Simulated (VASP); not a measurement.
# BaTl2B (P6_3/mmc) in VASP: a series of runs

BaTl2B is run at these levels: PBE; tasks: single point, relaxation of cell and atoms.

Everything below comes from runs of VASP 6.6.1. Logs are shortened: lines on timing, memory, paths and dates and some standing lists are left out, and cuts for length are marked.

## Step 1: The cell of the first run

The structure is hexagonal, space group P6_3/mmc (No. 194). The conventional cell has a = 4.493 Å, b = 4.493 Å, c = 12.909 Å, α = 90.00°, β = 90.00°, γ = 120.00°. Within 4.5 Å of Ba (site symmetry -6m2) lie 8 Tl at 3.45 to 4.18 Å and 6 B at 4.14 Å and 6 Ba at 4.49 Å. Tl (site symmetry 3m) has 3 B at 2.76 Å and 3 Tl at 3.21 Å and 3 Ba at 3.45 Å within 3.6 Å. B (site symmetry -3m) has 6 Tl at 2.76 Å within 3.6 Å.

## Step 2: Single point, PBE

INCAR

```
  PREC = Accurate
  ENCUT = 520
  EDIFF = 1E-7
  ISMEAR = 0
  SIGMA = 0.1
  LREAL = F
  LASPH = T
  NELM = 100
  ALGO = Normal
  ISIF = 2
  LWAVE = F
  LCHARG = F
  GGA = PE
  NBANDS = 49
```

KPOINTS

```
Automatic mesh
0
Gamma
  6 6 1
```

POSCAR

```
BaTl2B
1.0
    4.4925900442      0.0000000000      0.0000000000
   -2.2462950221      3.8906971070      0.0000000000
    0.0000000000      0.0000000000     12.9088355953
Ba Tl B
2 4 2
Direct
    0.3333333333      0.6666666667      0.7500000000
    0.6666666667      0.3333333333      0.2500000000
    0.3333333333      0.6666666667      0.4265752702
    0.6666666667      0.3333333333      0.9265752702
    0.6666666667      0.3333333333      0.5734247298
    0.3333333333      0.6666666667      0.0734247298
    0.0000000000      0.0000000000      0.5000000000
    0.0000000000      0.0000000000      0.0000000000
```

Potentials or basis: VASP PAW PBE potentials, release 64 (Ba_sv, Tl_d, B).

Started as:

```
> cat potpaw_PBE.64/Ba_sv/POTCAR potpaw_PBE.64/Tl_d/POTCAR potpaw_PBE.64/B/POTCAR > POTCAR
> mpirun -np 1 vasp_std > vasp.out
```

OUTCAR:

```text
PREC = Accurate
   ENCUT = 520
   EDIFF = 1E-7
   ISMEAR = 0
   LREAL = F
   LASPH = T
   NELM = 100
   ISIF = 2
   GGA = PE

 ion  position               nearest neighbor table
   1  0.333  0.667  0.750-   4 3.45   5 3.45   4 3.45   5 3.45   4 3.45   5 3.45   3 4.18   6 4.18

   2  0.667  0.333  0.250-   3 3.45   6 3.45   3 3.45   6 3.45   3 3.45   6 3.45   5 4.18   4 4.18

   3  0.333  0.667  0.427-   7 2.76   7 2.76   7 2.76   5 3.21   5 3.21   5 3.21   2 3.45   2 3.45
                             2 3.45   1 4.18
   4  0.667  0.333  0.927-   8 2.76   8 2.76   8 2.76   6 3.21   6 3.21   6 3.21   1 3.45   1 3.45
                             1 3.45   2 4.18
   5  0.667  0.333  0.573-   7 2.76   7 2.76   7 2.76   3 3.21   3 3.21   3 3.21   1 3.45   1 3.45
                             1 3.45   2 4.18
   6  0.333  0.667  0.073-   8 2.76   8 2.76   8 2.76   4 3.21   4 3.21   4 3.21   2 3.45   2 3.45
                             2 3.45   1 4.18
   7  0.000  0.000  0.500-   3 2.76   5 2.76   3 2.76   5 2.76   5 2.76   3 2.76
   8  0.000  0.000  0.000-   4 2.76   6 2.76   6 2.76   4 2.76   4 2.76   6 2.76

  LATTYP: Found a hexagonal cell.
 ALAT       =     4.4925900442
 C/A-ratio  =     2.8733615728

  Lattice vectors:

 A1 = (   4.4925900442,   0.0000000000,   0.0000000000)
 A2 = (  -2.2462950221,   3.8906971070,   0.0000000000)
 A3 = (   0.0000000000,   0.0000000000,  12.9088355953)

Analysis of symmetry for initial positions (statically):
=====================================================================
 Subroutine PRICEL returns:
 Original cell was already a primitive cell.

 Routine SETGRP: Setting up the symmetry group for a
 hexagonal supercell.

 Subroutine GETGRP returns: Found 24 space group operations
 (whereof 12 operations were pure point group operations)
 out of a pool of 24 trial point group operations.

The static configuration has the point symmetry D_3d.
 The point group associated with its full space group is D_6h.

Analysis of symmetry for dynamics (positions and initial velocities):
=====================================================================
 Subroutine PRICEL returns:
 Original cell was already a primitive cell.

 Routine SETGRP: Setting up the symmetry group for a
 hexagonal supercell.

 Subroutine GETGRP returns: Found 24 space group operations
 (whereof 12 operations were pure point group operations)
 out of a pool of 24 trial point group operations.

The dynamic configuration has the point symmetry D_3d.
 The point group associated with its full space group is D_6h.

 Subroutine INISYM returns: Found 24 space group operations
 (whereof 12 operations are pure point group operations),
 and found     1 'primitive' translations

----------------------------------------------------------------------------------------

                                     Primitive cell

  volume of cell :     225.6375

  direct lattice vectors                    reciprocal lattice vectors
     4.492590044  0.000000000  0.000000000     0.222588750  0.128511674  0.000000000
    -2.246295022  3.890697107  0.000000000     0.000000000  0.257023349  0.000000000
     0.000000000  0.000000000 12.908835595     0.000000000  0.000000000  0.077466321

  length of vectors
     4.492590044  4.492590044 12.908835595     0.257023349  0.257023349  0.077466321

  position of ions in fractional coordinates (direct lattice)
     0.333333333  0.666666667  0.750000000
     0.666666667  0.333333333  0.250000000
     0.333333333  0.666666667  0.426575270
     0.666666667  0.333333333  0.926575270
     0.666666667  0.333333333  0.573424730
     0.333333333  0.666666667  0.073424730
     0.000000000  0.000000000  0.500000000
     0.000000000  0.000000000  0.000000000

  ion indices of the primitive-cell ions
   primitive index   ion index
                 1           1
                 2           2
                 3           3
                 4           4
                 5           5
                 6           6
                 7           7
                 8           8

----------------------------------------------------------------------------------------

 KPOINTS: Automatic mesh

Automatic generation of k-mesh.
 Grid dimensions read from file:
 generate k-points for:    6    6    1

 Generating k-lattice:

  Cartesian coordinates                     Fractional coordinates (reciprocal lattice)
     0.037098125  0.021418612  0.000000000     0.166666667  0.000000000  0.000000000
     0.000000000  0.042837225  0.000000000     0.000000000  0.166666667  0.000000000
     0.000000000  0.000000000  0.077466321     0.000000000  0.000000000  1.000000000

  Length of vectors
     0.042837225  0.042837225  0.077466321

  Shift w.r.t. Gamma in fractional coordinates (k-lattice)
     0.000000000  0.000000000  0.000000000

 Subroutine IBZKPT returns following result:
 ===========================================

 Found      7 irreducible k-points:

 Following reciprocal coordinates:
            Coordinates               Weight
  0.000000  0.000000  0.000000      1.000000
  0.166667 -0.000000  0.000000      6.000000
  0.333333  0.000000  0.000000      6.000000
  0.500000  0.000000  0.000000      3.000000
  0.166667  0.166667  0.000000      6.000000
  0.333333  0.166667  0.000000     12.000000
  0.333333  0.333333  0.000000      2.000000
   k-points           NKPTS =      7   k-points in BZ     NKDIM =      7   number of bands    NBANDS=     49
   number of dos      NEDOS =    301   number of ions     NIONS =      8
   total plane-waves  NPLWV = 124416
   dimension x,y,z NGX =    36 NGY =   36 NGZ =   96
   dimension x,y,z NGXF=    72 NGYF=   72 NGZF=  192
   ions per type =               2   4   2
   NGX,Y,Z   is equivalent  to a cutoff of  13.32, 13.32, 12.36 a.u.
   NGXF,Y,Z  is equivalent  to a cutoff of  26.64, 26.64, 24.73 a.u.
 SYSTEM =  unknown system
   PREC   = accura    normal or accurate (medium, high low for compatibility)
   ISTART =      0    job   : 0-new  1-cont  2-samecut
   ICHARG =      2    charge: 1-file 2-atom 10-const
   ISPIN  =      1    spin polarized calculation?
   LNONCOLLINEAR =      F non collinear calculations
   LSORBIT =      F    spin-orbit coupling
   LASPH  =      T    aspherical Exc in radial PAW
   ENCUT  =  520.0 eV  38.22 Ry    6.18 a.u.   8.35  8.35 24.00*2*pi/ulx,y,z
   NELM   =    100;   NELMIN=  2; NELMDL= -5     # of ELM steps
   EDIFF  = 0.1E-06   stopping-criterion for ELM
   LREAL  =      F    real-space projection
   EDIFFG = 0.1E-05   stopping-criterion for IOM
   NSW    =      0    number of steps for IOM
   IBRION =     -1    ionic relax: 0-MD 1-quasi-New 2-CG
   NFREE  =      0    steps in history (QN), initial steepest desc. (CG)
   ISIF   =      2    stress and relaxation
   ISYM   =      2    0-nonsym 1-usesym 2-fastsym
   POTIM  = 0.5000    time-step for ionic-motion
   TEBEG  =    0.0;   TEEND  =   0.0 temperature during run
   PSTRESS=    0.0 pullay stress
   NELECT =      78.0000    total number of electrons
   NUPDOWN=      -1.0000    fix difference up-down
   EMIN   =  10.00;   EMAX   =-10.00  energy-range for DOS
   EFERMI =   0.00;   METHOD = LEGACY
   ISMEAR =     0;   SIGMA  =   0.10  broadening in eV -4-tet -1-fermi 0-gaus
   EFERMI_NEDOS =   21; number of points for ismear=-14 and -15
   IALGO  =     38    algorithm
   IMIX   =      4    mixing-type and parameters
     AMIX     =   0.40;   BMIX     =  1.00
     AMIX_MAG =   1.60;   BMIX_MAG =  1.00
  volume/ion in A,a.u.               =      28.20       190.33
  Fermi-wavevector in a.u.,A,eV,Ry     =   1.148954  2.171208 17.960984  1.320095
  Thomas-Fermi vector in A             =   2.285626
   LORBIT       =      0    0 simple, 1 ext, 2 COOP (PROOUT), +10 PAW based schemes
   GGA     = PE    functional components
   LHFCALC =     F    Hartree Fock is set to
   AEXX    =    0.0000 exact exchange contribution
   IVDW    =     0    specifies the selected vdW correction
   LEPSILON=     F    determine dielectric tensor
   LRPA    =     F    only Hartree local field effects (RPA)
 non-spin polarized calculation
 Gauss-broadening in eV      SIGMA  =   0.10
  energy-cutoff  :      520.00
  volume of cell :      225.64
 maximum number of plane-waves:      6127
 NGX is ok and might be reduce to    36
   NGX = 17   NGY = 17   NGZ = 49

 number of electron      78.0000020 magnetization

 Free energy of the ion-electron system (eV)
  ---------------------------------------------------
  ext. energy  EPLUGINS =         0.00000000
  ---------------------------------------------------
  free energy    TOTEN  =       -22.60080520 eV

  energy without entropy =      -22.57358976  energy(sigma->0) =      -22.58719748

 E-fermi :   4.8580     XC(G=0):  -9.4993

 val. band max:        4.8209593263   @ k =   0.5000   0.0000   0.0000
 cond. band min:       4.8735422895   @ k =   0.1667   0.1667   0.0000
 fundamental gap:      0.0525829632
 Fermi energy:         4.8580315775

 k-point     1 :       0.0000    0.0000    0.0000
  band No.  band energies     occupation
      1     -23.6787      2.00000
      2     -23.6784      2.00000
      3      -9.1060      2.00000
      4      -9.0462      2.00000
      5      -8.8004      2.00000
      6      -8.8004      2.00000
[... 41 lines left out ...]
     48       7.1676      0.00000
     49       7.1677      0.00000

 k-point     2 :       0.1667   -0.0000    0.0000
  band No.  band energies     occupation
      1     -23.6719      2.00000
      2     -23.6716      2.00000
      3      -9.0801      2.00000
      4      -9.0345      2.00000
      5      -8.9030      2.00000
      6      -8.8910      2.00000
[... 41 lines left out ...]
     48       7.4869      0.00000
     49       7.8312      0.00000

 k-point     3 :       0.3333    0.0000    0.0000
  band No.  band energies     occupation
      1     -23.6582      2.00000
      2     -23.6580      2.00000
      3      -9.0944      2.00000
      4      -9.0837      2.00000
      5      -9.0330      2.00000
      6      -9.0128      2.00000
[... 41 lines left out ...]
     48       7.7016      0.00000
     49       8.1917      0.00000

 k-point     4 :       0.5000    0.0000    0.0000
  band No.  band energies     occupation
      1     -23.6513      2.00000
      2     -23.6512      2.00000
      3      -9.1839      2.00000
      4      -9.1762      2.00000
      5      -9.0103      2.00000
      6      -9.0042      2.00000
[... 41 lines left out ...]
     48       8.3979      0.00000
     49       8.4059      0.00000

 k-point     5 :       0.1667    0.1667    0.0000
  band No.  band energies     occupation
      1     -23.6616      2.00000
      2     -23.6614      2.00000
      3      -9.0444      2.00000
      4      -9.0285      2.00000
      5      -9.0195      2.00000
      6      -9.0177      2.00000
[... 41 lines left out ...]
     48       7.8746      0.00000
     49       7.9373      0.00000

 k-point     6 :       0.3333    0.1667    0.0000
  band No.  band energies     occupation
      1     -23.6513      2.00000
      2     -23.6512      2.00000
      3      -9.1356      2.00000
      4      -9.1296      2.00000
      5      -9.0115      2.00000
      6      -9.0028      2.00000
[... 41 lines left out ...]
     48       7.9117      0.00000
     49       8.2912      0.00000

 k-point     7 :       0.3333    0.3333    0.0000
  band No.  band energies     occupation
      1     -23.6478      2.00000
      2     -23.6478      2.00000
      3      -9.0760      2.00000
      4      -9.0760      2.00000
      5      -9.0567      2.00000
      6      -9.0538      2.00000
[... 41 lines left out ...]
     48       8.2214      0.00000
     49       8.2221      0.00000

------------------------ aborting loop because EDIFF is reached ----------------------------------------

  FORCE on cell =-STRESS in cart. coord.  units (eV):
  Direction    XX          YY          ZZ          XY          YZ          ZX
  --------------------------------------------------------------------------------------
  -------------------------------------------------------------------------------------
  Total        0.4472887      0.4472887      0.3685315      0.0000000     -0.0000000      0.0000000
  in kB        3.1760496      3.1760496      2.6168202      0.0000000     -0.0000000      0.0000000
  external PRESSURE =       2.9896398 kB  Pullay stress =       0.0000000 kB

 VOLUME and BASIS-vectors are now :
 -----------------------------------------------------------------------------
  energy-cutoff  :      520.00
  volume of cell :      225.64
      direct lattice vectors                 reciprocal lattice vectors
     4.492590044  0.000000000  0.000000000     0.222588750  0.128511674  0.000000000
    -2.246295022  3.890697107  0.000000000     0.000000000  0.257023349  0.000000000
     0.000000000  0.000000000 12.908835595     0.000000000  0.000000000  0.077466321

 POSITION                                       TOTAL-FORCE (eV/Angst)
 -----------------------------------------------------------------------------------
     -0.00000      2.59380      9.68163        -0.000000      0.000000      0.000000
      2.24630      1.29690      3.22721         0.000000     -0.000000      0.000000
     -0.00000      2.59380      5.50659        -0.000000      0.000000      0.036466
      2.24630      1.29690     11.96101         0.000000     -0.000000      0.036466
      2.24630      1.29690      7.40225         0.000000     -0.000000     -0.036466
     -0.00000      2.59380      0.94783         0.000000      0.000000     -0.036466
      0.00000      0.00000      6.45442        -0.000000      0.000000      0.000000
      0.00000      0.00000      0.00000        -0.000000      0.000000      0.000000
 -----------------------------------------------------------------------------------
    total drift:                               -0.000000      0.000000      0.000000

  FREE ENERGIE OF THE ION-ELECTRON SYSTEM (eV)
  ---------------------------------------------------
  free  energy   TOTEN  =       -22.6008051992 eV

  energy  without entropy=      -22.5735897645  energy(sigma->0) =      -22.58719748
```

It took 60 s on 1 thread of Intel Xeon Platinum 8488C (Sapphire Rapids), shared host; peak memory 0.37 GiB.

What came out:

* Free energy: -22.6008 eV
* Pressure: 0.3 GPa
* Largest force: 0.036 eV/Å
* Band gap on the k mesh: zero (bands 39 and 40 overlap by 1.15 eV)

Forces on the atoms (eV/Å):
```
Ba   0.000  0.000  0.000
Ba   0.000  0.000  0.000
Tl   0.000  0.000  0.036
Tl   0.000  0.000  0.036
Tl   0.000  0.000 -0.036
Tl   0.000  0.000 -0.036
B    0.000  0.000  0.000
B    0.000  0.000  0.000
```

Caveat: the k points lie up to 0.49 Å⁻¹ apart, too coarse for converged energies and pressures of a metal; spin-orbit coupling is left out, which moves the levels of the heavy elements.

## Step 3: Relaxation of cell and atoms, PBE

This run uses another cell than the first one, of 23.98 Å³/atom.

INCAR

```
SYSTEM = BaTl2B
ALGO = Normal
EDIFF = 1E-7
EDIFFG = -0.04
ENCUT = 600
GGA = PE
IBRION = 2
ISIF = 3
ISMEAR = 0
LASPH = .True.
LCHARG = .False.
LREAL = .False.
LWAVE = .False.
NELM = 100
NSW = 90
PREC = Accurate
SIGMA = 0.1
```

KPOINTS

```
k-points
0
Gamma
  6 6 1
  0 0 0
```

POSCAR

```
BaTl2B
1.0
    3.6717019999      0.0000000000      0.0000000000
   -1.8358510000      3.1797872070      0.0000000000
    0.0000000000      0.0000000000     16.4327921675
Ba Tl B
2 4 2
Direct
    0.3333333333      0.6666666667      0.7500000000
    0.6666666667      0.3333333333      0.2500000000
    0.3333333333      0.6666666667      0.4140000000
    0.6666666667      0.3333333333      0.9140000000
    0.6666666667      0.3333333333      0.5860000000
    0.3333333333      0.6666666667      0.0860000000
    0.0000000000      0.0000000000      0.5000000000
    0.0000000000      0.0000000000      0.0000000000
```

Potentials or basis: VASP PAW PBE potentials, release 64 (Ba_sv, Tl_d, B).

Started as:

```
> cat potpaw_PBE.64/Ba_sv/POTCAR potpaw_PBE.64/Tl_d/POTCAR potpaw_PBE.64/B/POTCAR > POTCAR
> mpirun -np 1 vasp_std > vasp.out
```

Wall time 17 min (1 thread of Intel Xeon Platinum 8488C (Sapphire Rapids), shared host); peak memory 0.41 GiB.

It converged, with:

```
Free energy                           : -22.5887 eV
Relaxed volume                        : 28.56 Å³/atom
Relaxed cell                          : a = 4.498 Å, b = 4.498 Å, c = 13.041 Å, α = 90.00°, β = 90.00°, γ = 120.00°
Space group after relaxing (to 0.1 Å) : P6_3/mmc (No. 194)
Energy gained by relaxing             : 235.3 meV/atom
Ionic steps                           : 20
Pressure after relaxing               : 0.0 GPa
Largest force after relaxing          : 0.040 eV/Å
Band gap on the k mesh                : zero (bands 39 and 40 overlap by 1.14 eV)
```

Forces in eV/Å, atoms in the order of the input:
```
Ba   0.000  0.000  0.000
Ba   0.000  0.000  0.000
Tl   0.000  0.000 -0.040
Tl   0.000  0.000 -0.040
Tl   0.000  0.000  0.040
Tl   0.000  0.000  0.040
B    0.000  0.000  0.000
B    0.000  0.000  0.000
```

Stress tensor (GPa, compression positive):
```
 0.02  0.00  0.00
 0.00  0.02  0.00
 0.00  0.00 -0.17
```

Step by step:
```tsv
step	energy change (eV)	largest force (eV/Å)	pressure (GPa)	volume (Å³)
1	0.0000	0.8707	7.51	191.86
2	-1.0084	0.8325	-0.08	224.69
3	-1.0492	0.7866	-1.45	235.28
4	-1.4349	0.6716	-1.44	234.72
5	-1.7408	0.3485	-0.01	230.32
6	-1.7460	0.2059	-0.26	230.99
7	-1.7676	0.1276	-0.05	228.46
8	-1.7832	0.0259	0.35	223.81
9	-1.7961	0.1219	-0.15	226.61
10	-1.8026	0.2269	-0.60	229.51
11	-1.8073	0.2361	-0.62	229.75
12	-1.8203	0.2583	-0.70	230.43
13	-1.8371	0.2732	-0.87	231.65
14	-1.8526	0.2282	-0.60	229.93
15	-1.8697	0.1463	-0.04	226.65
16	-1.8537	0.0072	1.24	220.12
17	-1.8719	0.1065	0.28	224.91
18	-1.8746	0.0858	0.23	225.37
19	-1.8792	0.0428	0.14	226.42
20	-1.8820	0.0398	-0.04	228.51
```

Final structure:
```cif
data_structure
_symmetry_space_group_name_H-M 'P 1'
_symmetry_Int_Tables_number 1
_cell_length_a 4.4981
_cell_length_b 4.4981
_cell_length_c 13.0409
_cell_angle_alpha 90.000
_cell_angle_beta 90.000
_cell_angle_gamma 120.000
_cell_volume 228.51
loop_
_atom_site_label
_atom_site_type_symbol
_atom_site_fract_x
_atom_site_fract_y
_atom_site_fract_z
_atom_site_occupancy
Ba1 Ba 0.33333 0.66667 0.75000 1
Ba2 Ba 0.66667 0.33333 0.25000 1
Tl1 Tl 0.33333 0.66667 0.42771 1
Tl2 Tl 0.66667 0.33333 0.92771 1
Tl3 Tl 0.66667 0.33333 0.57229 1
Tl4 Tl 0.33333 0.66667 0.07229 1
B1 B 0.00000 0.00000 0.50000 1
B2 B 0.00000 0.00000 0.00000 1
```

Levels at points of the mesh, in eV from the Fermi level:
| k point | band 35 | band 36 | band 37 | band 38 | band 39 | band 40 | band 41 | band 42 | band 43 | band 44 |
| --- | --- | --- | --- | --- | --- | --- | --- | --- | --- | --- |
| (0.00, 0.00, 0.00) | -0.78 | -0.04 | -0.04 | 0.19 | 0.19 | 0.39 | 0.97 | 0.97 | 1.48 | 1.48 |
| (0.50, 0.00, 0.00) | -2.04 | -1.87 | -1.79 | -1.57 | -0.75 | -0.07 | 1.01 | 1.12 | 1.36 | 1.82 |

Caveat: the k points lie up to 0.48 Å⁻¹ apart in the final cell, too coarse for converged energies and pressures of a metal; the volume moved by over 15 % at a fixed basis, so the end points are rough; spin-orbit coupling is left out, which moves the levels of the heavy elements.
